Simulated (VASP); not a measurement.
# Si4S (P6/mmm) in VASP: notebook

Si4S is run at these levels: PBE; tasks: single point.

Program: VASP 6.6.1. These are calculated values, not measurements. Logs are shortened: lines on timing, memory, paths and dates and some standing lists are left out, and cuts for length are marked.

## (1) The cell of the first run

The structure is hexagonal, space group P6/mmm (No. 191). The conventional cell has a = 4.026 Å, b = 4.026 Å, c = 6.732 Å, α = 90.00°, β = 90.00°, γ = 120.00°. Si (site symmetry 3m) has 4 Si at 2.32 to 2.75 Å and 3 S at 3.06 Å within 3.1 Å. S (site symmetry 6/mmm) has 12 Si at 3.06 Å and 6 S at 4.03 Å within 4.1 Å.

The cell was generated, and may not be a known phase.

## (2) Single point, PBE

INCAR reads:

```
ALGO     = Normal         # electronic algorithm
EDIFF    = 1E-6           # SCF threshold, eV
ENCUT    = 520            # plane-wave cutoff, eV
GGA      = PE             # functional
ISIF     = 2              # what is computed and relaxed
ISMEAR   = 0              # smearing method
LASPH    = T              # aspherical terms in the spheres
LCHARG   = F              # write CHGCAR
LREAL    = F              # projectors in reciprocal space
LWAVE    = F              # write WAVECAR
NBANDS   = 19             # bands
NELM     = 60             # most SCF steps
PREC     = Accurate       # precision mode
SIGMA    = 0.1            # smearing width, eV
```

KPOINTS reads:

```
k-points
0
Gamma
  6 6 2
```

POSCAR reads:

```
Si4S
1.0
    4.0263710445      0.0000000032      0.0000000000
   -2.0131855250      3.4869396080      0.0000000000
    0.0000000000      0.0000000000      6.7315738019
Si S
4 1
Direct
    0.3333333333      0.6666666667      0.7043014821
    0.6666666667      0.3333333333      0.7043014821
    0.6666666667      0.3333333333      0.2956985179
    0.3333333333      0.6666666667      0.2956985179
    0.0000000000      0.0000000000      0.0000000000
```

Potentials or basis: VASP PAW PBE potentials, release 64 (Si, S).

On the command line:

```
cat potpaw_PBE.64/Si/POTCAR potpaw_PBE.64/S/POTCAR > POTCAR
mpirun -np 1 vasp_std > vasp.out
```

OUTCAR:

```text
EDIFF = 1E-6
   ENCUT = 520
   GGA = PE
   ISIF = 2
   ISMEAR = 0
   LASPH = T
   LREAL = F
   NELM = 60
   PREC = Accurate

 ion  position               nearest neighbor table
   1  0.333  0.667  0.704-   2 2.32   2 2.32   2 2.32   4 2.75
   2  0.667  0.333  0.704-   1 2.32   1 2.32   1 2.32   3 2.75
   3  0.667  0.333  0.296-   4 2.32   4 2.32   4 2.32   2 2.75
   4  0.333  0.667  0.296-   3 2.32   3 2.32   3 2.32   1 2.75
   5  0.000  0.000  0.000-

  LATTYP: Found a hexagonal cell.
 ALAT       =     4.0263710445
 C/A-ratio  =     1.6718712030

  Lattice vectors:

 A1 = (   4.0263710445,   0.0000000032,   0.0000000000)
 A2 = (  -2.0131855250,   3.4869396080,   0.0000000000)
 A3 = (   0.0000000000,   0.0000000000,   6.7315738019)

Analysis of symmetry for initial positions (statically):
=====================================================================
 Subroutine PRICEL returns:
 Original cell was already a primitive cell.

 Routine SETGRP: Setting up the symmetry group for a
 hexagonal supercell.

 Subroutine GETGRP returns: Found 24 space group operations
 (whereof 24 operations were pure point group operations)
 out of a pool of 24 trial point group operations.

The static configuration has the point symmetry D_6h.

Analysis of symmetry for dynamics (positions and initial velocities):
=====================================================================
 Subroutine PRICEL returns:
 Original cell was already a primitive cell.

 Routine SETGRP: Setting up the symmetry group for a
 hexagonal supercell.

 Subroutine GETGRP returns: Found 24 space group operations
 (whereof 24 operations were pure point group operations)
 out of a pool of 24 trial point group operations.

The dynamic configuration has the point symmetry D_6h.

 Subroutine INISYM returns: Found 24 space group operations
 (whereof 24 operations are pure point group operations),
 and found     1 'primitive' translations

----------------------------------------------------------------------------------------

                                     Primitive cell

  volume of cell :      94.5094

  direct lattice vectors                    reciprocal lattice vectors
     4.026371045  0.000000003  0.000000000     0.248362605  0.143392217  0.000000000
    -2.013185525  3.486939608  0.000000000    -0.000000000  0.286784433  0.000000000
     0.000000000  0.000000000  6.731573802     0.000000000  0.000000000  0.148553671

  length of vectors
     4.026371045  4.026371044  6.731573802     0.286784433  0.286784433  0.148553671

  position of ions in fractional coordinates (direct lattice)
     0.333333333  0.666666667  0.704301482
     0.666666667  0.333333333  0.704301482
     0.666666667  0.333333333  0.295698518
     0.333333333  0.666666667  0.295698518
     0.000000000  0.000000000  0.000000000

  ion indices of the primitive-cell ions
   primitive index   ion index
                 1           1
                 2           2
                 3           3
                 4           4
                 5           5

----------------------------------------------------------------------------------------

 KPOINTS: k-points

Automatic generation of k-mesh.
 Grid dimensions read from file:
 generate k-points for:    6    6    2

 Generating k-lattice:

  Cartesian coordinates                     Fractional coordinates (reciprocal lattice)
     0.041393767  0.023898703  0.000000000     0.166666667  0.000000000  0.000000000
    -0.000000000  0.047797406  0.000000000     0.000000000  0.166666667  0.000000000
     0.000000000  0.000000000  0.074276836     0.000000000  0.000000000  0.500000000

  Length of vectors
     0.047797406  0.047797406  0.074276836

  Shift w.r.t. Gamma in fractional coordinates (k-lattice)
     0.000000000  0.000000000  0.000000000

 Subroutine IBZKPT returns following result:
 ===========================================

 Found     14 irreducible k-points:

 Following reciprocal coordinates:
            Coordinates               Weight
  0.000000  0.000000  0.000000      1.000000
  0.166667  0.000000  0.000000      6.000000
  0.333333  0.000000  0.000000      6.000000
  0.500000  0.000000  0.000000      3.000000
  0.166667  0.166667  0.000000      6.000000
  0.333333  0.166667  0.000000     12.000000
  0.333333  0.333333  0.000000      2.000000
  0.000000  0.000000  0.500000      1.000000
  0.166667  0.000000  0.500000      6.000000
  0.333333  0.000000  0.500000      6.000000
  0.500000  0.000000  0.500000      3.000000
  0.166667  0.166667  0.500000      6.000000
  0.333333  0.166667  0.500000     12.000000
  0.333333  0.333333  0.500000      2.000000
   k-points           NKPTS =     14   k-points in BZ     NKDIM =     14   number of bands    NBANDS=     19
   number of dos      NEDOS =    301   number of ions     NIONS =      5
   total plane-waves  NPLWV =  45000
   dimension x,y,z NGX =    30 NGY =   30 NGZ =   50
   dimension x,y,z NGXF=    60 NGYF=   60 NGZF=  100
   ions per type =               4   1
   NGX,Y,Z   is equivalent  to a cutoff of  12.39, 12.39, 12.35 a.u.
   NGXF,Y,Z  is equivalent  to a cutoff of  24.77, 24.77, 24.70 a.u.
 SYSTEM =  unknown system
   PREC   = accura    normal or accurate (medium, high low for compatibility)
   ISTART =      0    job   : 0-new  1-cont  2-samecut
   ICHARG =      2    charge: 1-file 2-atom 10-const
   ISPIN  =      1    spin polarized calculation?
   LNONCOLLINEAR =      F non collinear calculations
   LSORBIT =      F    spin-orbit coupling
   LASPH  =      T    aspherical Exc in radial PAW
   ENCUT  =  520.0 eV  38.22 Ry    6.18 a.u.   7.49  7.49 12.52*2*pi/ulx,y,z
   NELM   =     60;   NELMIN=  2; NELMDL= -5     # of ELM steps
   EDIFF  = 0.1E-05   stopping-criterion for ELM
   LREAL  =      F    real-space projection
   EDIFFG = 0.1E-04   stopping-criterion for IOM
   NSW    =      0    number of steps for IOM
   IBRION =     -1    ionic relax: 0-MD 1-quasi-New 2-CG
   NFREE  =      0    steps in history (QN), initial steepest desc. (CG)
   ISIF   =      2    stress and relaxation
   ISYM   =      2    0-nonsym 1-usesym 2-fastsym
   POTIM  = 0.5000    time-step for ionic-motion
   TEBEG  =    0.0;   TEEND  =   0.0 temperature during run
   PSTRESS=    0.0 pullay stress
   NELECT =      22.0000    total number of electrons
   NUPDOWN=      -1.0000    fix difference up-down
   EMIN   =  10.00;   EMAX   =-10.00  energy-range for DOS
   EFERMI =   0.00;   METHOD = LEGACY
   ISMEAR =     0;   SIGMA  =   0.10  broadening in eV -4-tet -1-fermi 0-gaus
   EFERMI_NEDOS =   21; number of points for ismear=-14 and -15
   IALGO  =     38    algorithm
   IMIX   =      4    mixing-type and parameters
     AMIX     =   0.40;   BMIX     =  1.00
     AMIX_MAG =   1.60;   BMIX_MAG =  1.00
  volume/ion in A,a.u.               =      18.90       127.56
  Fermi-wavevector in a.u.,A,eV,Ry     =   1.007065  1.903077 13.798752  1.014180
  Thomas-Fermi vector in A             =   2.139846
   LORBIT       =      0    0 simple, 1 ext, 2 COOP (PROOUT), +10 PAW based schemes
   GGA     = PE    functional components
   LHFCALC =     F    Hartree Fock is set to
   AEXX    =    0.0000 exact exchange contribution
   IVDW    =     0    specifies the selected vdW correction
   LEPSILON=     F    determine dielectric tensor
   LRPA    =     F    only Hartree local field effects (RPA)
 non-spin polarized calculation
 Gauss-broadening in eV      SIGMA  =   0.10
  energy-cutoff  :      520.00
  volume of cell :       94.51
 maximum number of plane-waves:      2574
 NGX is ok and might be reduce to    30
   NGX = 15   NGY = 15   NGZ = 25

 number of electron      21.9999999 magnetization

 Free energy of the ion-electron system (eV)
  ---------------------------------------------------
  ext. energy  EPLUGINS =         0.00000000
  ---------------------------------------------------
  free energy    TOTEN  =       -23.38651794 eV

  energy without entropy =      -23.37935306  energy(sigma->0) =      -23.38293550

 E-fermi :   6.4706     XC(G=0):  -9.8688

 val. band max:        6.4176004102   @ k =   0.5000   0.0000   0.5000
 cond. band min:       6.4970227198   @ k =   0.3333   0.3333   0.0000
 fundamental gap:      0.0794223096
 Fermi energy:         6.4706255731

 k-point     1 :       0.0000    0.0000    0.0000
  band No.  band energies     occupation
      1      -7.1328      2.00000
      2      -4.2882      2.00000
      3      -4.0239      2.00000
      4       3.0369      2.00000
      5       3.9079      2.00000
      6       3.9079      2.00000
[... 11 lines left out ...]
     18       9.1630      0.00000
     19       9.6796      0.00000

 k-point     2 :       0.1667    0.0000    0.0000
  band No.  band energies     occupation
      1      -6.8986      2.00000
      2      -4.1637      2.00000
      3      -3.7186      2.00000
      4       1.5525      2.00000
      5       2.5451      2.00000
      6       3.0613      2.00000
[... 11 lines left out ...]
     18      10.1092      0.00000
     19      11.0288      0.00000

 k-point     3 :       0.3333    0.0000    0.0000
  band No.  band energies     occupation
      1      -6.3024      2.00000
      2      -3.9045      2.00000
      3      -2.8289      2.00000
      4      -0.5809      2.00000
      5       0.9708      2.00000
      6       1.7794      2.00000
[... 11 lines left out ...]
     18      12.4359      0.00000
     19      12.5672      0.00000

 k-point     4 :       0.5000    0.0000    0.0000
  band No.  band energies     occupation
      1      -5.8811      2.00000
      2      -3.7926      2.00000
      3      -1.8068      2.00000
      4      -1.4896      2.00000
      5      -0.5890      2.00000
      6       1.4603      2.00000
[... 187 lines left out ...]
     18      11.7811      0.00000
     19      12.3048      0.00000

 k-point    13 :       0.3333    0.1667    0.5000
  band No.  band energies     occupation
      1      -5.8769      2.00000
      2      -3.6476      2.00000
      3      -2.2731      2.00000
      4      -1.5519      2.00000
      5      -0.2178      2.00000
      6       1.3282      2.00000
[... 11 lines left out ...]
     18      12.4611      0.00000
     19      13.0022      0.00000

 k-point    14 :       0.3333    0.3333    0.5000
  band No.  band energies     occupation
      1      -5.7183      2.00000
      2      -2.5599      2.00000
      3      -2.5599      2.00000
      4      -1.5484      2.00000
      5      -1.5484      2.00000
      6       0.4868      2.00000
[... 11 lines left out ...]
     18      12.0767      0.00000
     19      13.2231      0.00000

------------------------ aborting loop because EDIFF is reached ----------------------------------------

  FORCE on cell =-STRESS in cart. coord.  units (eV):
  Direction    XX          YY          ZZ          XY          YZ          ZX
  --------------------------------------------------------------------------------------
  -------------------------------------------------------------------------------------
  Total       -0.0100684     -0.0100684     -0.0262625     -0.0000000     -0.0000000     -0.0000000
  in kB       -0.1706854     -0.1706854     -0.4452175     -0.0000000     -0.0000000     -0.0000000
  external PRESSURE =      -0.2621961 kB  Pullay stress =       0.0000000 kB

 VOLUME and BASIS-vectors are now :
 -----------------------------------------------------------------------------
  energy-cutoff  :      520.00
  volume of cell :       94.51
      direct lattice vectors                 reciprocal lattice vectors
     4.026371045  0.000000003  0.000000000     0.248362605  0.143392217  0.000000000
    -2.013185525  3.486939608  0.000000000    -0.000000000  0.286784433  0.000000000
     0.000000000  0.000000000  6.731573802     0.000000000  0.000000000  0.148553671

 POSITION                                       TOTAL-FORCE (eV/Angst)
 -----------------------------------------------------------------------------------
     -0.00000      2.32463      4.74106        -0.000000      0.000000     -0.002487
      2.01319      1.16231      4.74106         0.000000     -0.000000     -0.002487
      2.01319      1.16231      1.99052         0.000000     -0.000000      0.002487
     -0.00000      2.32463      1.99052        -0.000000      0.000000      0.002487
      0.00000      0.00000      0.00000         0.000000      0.000000     -0.000000
 -----------------------------------------------------------------------------------
    total drift:                                0.000000      0.000000      0.000000

  FREE ENERGIE OF THE ION-ELECTRON SYSTEM (eV)
  ---------------------------------------------------
  free  energy   TOTEN  =       -23.3865179407 eV

  energy  without entropy=      -23.3793530577  energy(sigma->0) =      -23.38293550
```

Run time: 40 s. Hardware: 1 thread of Intel Xeon 8259CL, shared host; peak memory 0.2 GiB.

Results:

| Quantity | Value |
| --- | --- |
| Free energy | -23.3865 eV |
| Pressure | 0.0 GPa |
| Band gap on the k mesh | zero (bands 11 and 12 overlap by 2.42 eV) |

Forces in eV/Å, atoms in the order of the input:
```
Si   0.000  0.000 -0.002
Si   0.000  0.000 -0.002
Si   0.000  0.000  0.002
Si   0.000  0.000  0.002
S    0.000  0.000  0.000
```

Caveat: the k points lie up to 0.47 Å⁻¹ apart, too coarse for converged energies and pressures of a metal.

## (3) Single point, PBE

This run uses another cell than the first one, of 20.64 Å³/atom.

INCAR reads:

```
SYSTEM = Si4S
PREC = Accurate ; ENCUT = 520
EDIFF = 1E-6 ; ISMEAR = 0
SIGMA = 0.1 ; LREAL = .FALSE.
LASPH = .TRUE. ; NELM = 60
ALGO = Normal ; ISIF = 2
LWAVE = .FALSE. ; LCHARG = .FALSE.
GGA = PE ; NBANDS = 19
```

KPOINTS reads:

```
Automatic mesh
0
G
  6 6 2
  0 0 0
```

POSCAR reads:

```
Si4S
1.0
    3.6870953900      0.0000000000      0.0000000000
   -1.8435477000      3.1931182800      0.0000000000
    0.0000000000      0.0000000000      8.7669203500
Si S
4 1
Direct
    0.3333333300      0.6666666700      0.8133467200
    0.6666666700      0.3333333300      0.8133467200
    0.6666666700      0.3333333300      0.1866532800
    0.3333333300      0.6666666700      0.1866532800
    0.0000000000      0.0000000000      0.0000000000
```

Potentials or basis: VASP PAW PBE potentials, release 64 (Si, S).

On the command line:

```
cat potpaw_PBE.64/Si/POTCAR potpaw_PBE.64/S/POTCAR > POTCAR
mpirun -np 1 vasp_std > vasp.out
```

OUTCAR:

```text
SYSTEM = Si4S
   PREC = Accurate
   ENCUT = 520
   EDIFF = 1E-6
   ISMEAR = 0
   LREAL = .FALSE.
   LASPH = .TRUE.
   NELM = 60
   ISIF = 2
   GGA = PE

 ion  position               nearest neighbor table
   1  0.333  0.667  0.813-   2 2.13   2 2.13   2 2.13   5 2.69   5 2.69   5 2.69
   2  0.667  0.333  0.813-   1 2.13   1 2.13   1 2.13   5 2.69   5 2.69   5 2.69
   3  0.667  0.333  0.187-   4 2.13   4 2.13   4 2.13   5 2.69   5 2.69   5 2.69
   4  0.333  0.667  0.187-   3 2.13   3 2.13   3 2.13   5 2.69   5 2.69   5 2.69
   5  0.000  0.000  0.000-   1 2.69   2 2.69   3 2.69   4 2.69   2 2.69   3 2.69   1 2.69   4 2.69
                             2 2.69   3 2.69   1 2.69   4 2.69

  LATTYP: Found a hexagonal cell.
[... 500 lines left out ...]
  Total       21.2508314     21.2508315      4.2875673     -0.0000000      0.0000000      0.0000000
  in kB      329.8679087    329.8679100     66.5541417     -0.0000005      0.0000000      0.0000000
  external PRESSURE =     242.0966535 kB  Pullay stress =       0.0000000 kB

 VOLUME and BASIS-vectors are now :
 -----------------------------------------------------------------------------
  energy-cutoff  :      520.00
  volume of cell :      103.22
      direct lattice vectors                 reciprocal lattice vectors
     3.687095390  0.000000000  0.000000000     0.271216200  0.156586746  0.000000000
    -1.843547700  3.193118280  0.000000000     0.000000000  0.313173491  0.000000000
     0.000000000  0.000000000  8.766920350     0.000000000  0.000000000  0.114065140

 POSITION                                       TOTAL-FORCE (eV/Angst)
 -----------------------------------------------------------------------------------
     -0.00000      2.12875      7.13055         0.000000      0.000000     -0.685706
      1.84355      1.06437      7.13055        -0.000000     -0.000000     -0.685706
      1.84355      1.06437      1.63637         0.000000     -0.000000      0.685706
     -0.00000      2.12875      1.63637        -0.000000      0.000000      0.685706
      0.00000      0.00000      0.00000        -0.000000      0.000000      0.000000
 -----------------------------------------------------------------------------------
    total drift:                               -0.000000     -0.000000      0.000000

  FREE ENERGIE OF THE ION-ELECTRON SYSTEM (eV)
  ---------------------------------------------------
  free  energy   TOTEN  =       -20.5271551197 eV

  energy  without entropy=      -20.4985950985  energy(sigma->0) =      -20.51287511
```

OSZICAR:

```text
N       E                     dE             d eps       ncg     rms          rms(c)
DAV:   1     0.671088732703E+02    0.67109E+02   -0.85958E+03   532   0.936E+02
DAV:   2    -0.168810140890E+02   -0.83990E+02   -0.80753E+02   695   0.161E+02
DAV:   3    -0.215238024694E+02   -0.46428E+01   -0.45596E+01   749   0.344E+01
DAV:   4    -0.216005872978E+02   -0.76785E-01   -0.76635E-01   725   0.526E+00
DAV:   5    -0.216027091682E+02   -0.21219E-02   -0.21216E-02   783   0.823E-01    0.151E+01
DAV:   6    -0.208396698948E+02    0.76304E+00   -0.58324E-01   635   0.355E+00    0.900E+00
DAV:   7    -0.205186612115E+02    0.32101E+00   -0.11319E+00   611   0.435E+00    0.119E+00
DAV:   8    -0.205244298939E+02   -0.57687E-02   -0.82871E-02   654   0.150E+00    0.603E-01
DAV:   9    -0.205245535195E+02   -0.12363E-03   -0.12213E-02   674   0.557E-01    0.229E-01
DAV:  10    -0.205261561768E+02   -0.16027E-02   -0.19293E-03   645   0.228E-01    0.945E-02
DAV:  11    -0.205268630761E+02   -0.70690E-03   -0.46906E-04   611   0.980E-02    0.349E-02
DAV:  12    -0.205271209552E+02   -0.25788E-03   -0.39225E-04   577   0.849E-02    0.234E-02
DAV:  13    -0.205271400669E+02   -0.19112E-04   -0.17213E-05   711   0.223E-02    0.813E-03
DAV:  14    -0.205271533207E+02   -0.13254E-04   -0.13004E-05   598   0.169E-02    0.441E-03
DAV:  15    -0.205271549738E+02   -0.16531E-05   -0.14494E-06   564   0.608E-03    0.876E-04
DAV:  16    -0.205271551197E+02   -0.14596E-06   -0.18657E-07   457   0.261E-03
   1 F= -.20527155E+02 E0= -.20512875E+02  d E =-.285600E-01
```

Wall time 60 s (1 thread of Intel Xeon 8259CL, shared host); peak memory 0.22 GiB.

What came out:

| Item | Value |
| --- | --- |
| Free energy | -20.5272 eV |
| Pressure | 24.2 GPa |
| Largest force | 0.686 eV/Å |
| Band gap on the k mesh | zero (bands 11 and 12 overlap by 1.14 eV) |

Forces on the atoms (eV/Å):
```
Si   0.000  0.000 -0.686
Si   0.000  0.000 -0.686
Si   0.000  0.000  0.686
Si   0.000  0.000  0.686
S    0.000  0.000  0.000
```

Caveat: the stress differs along the axes, from 7 to 33 GPa.

The gap in the log of VASP goes by the Fermi energy; the results here count the filled bands.